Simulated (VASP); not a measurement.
A run of VASP 6.6.1 is set up as follows.

INCAR

```
ALGO = Normal
EDIFF = 1E-6
ENCUT = 500
GGA = PS
GGA_COMPAT = F
ISIF = 2
ISMEAR = 1
LASPH = T
LCHARG = F
LREAL = F
LWAVE = F
NBANDS = 9
NELM = 120
PREC = Accurate
SIGMA = 0.2
```

File KPOINTS:

```
k-points
0
Gamma
  6 6 6
```

The input POSCAR:

```
Se
1.0
    2.3912690000      0.0000000000      0.0000000000
   -0.7080256539      2.2840462132      0.0000000000
   -0.7080256539     -0.9607424365      2.0721585544
Se
1
Direct
    0.0000000000      0.0000000000      0.0000000000
```

Potentials or basis: VASP PAW PBE potentials, release 64 (Se).

Command:

```bash
$ cat potpaw_PBE.64/Se/POTCAR > POTCAR
$ mpirun -np 1 vasp_std > vasp.out
```

Question: Estimate the pressure.

Answer: 147.0 GPa.

Question: Predict the band gap on the k mesh.

Answer: Zero (band 3 reaches 22.49 eV, above the bottom of band 4 at 9.84 eV).

Stress tensor (GPa, compression positive):
```
145.50   1.36   2.13
  1.36 146.34   2.88
  2.13   2.88 149.02
```

Caveat: the k points lie up to 0.51 Å⁻¹ apart; the PAW data sets were made with another functional, which shifts forces and pressure a little.
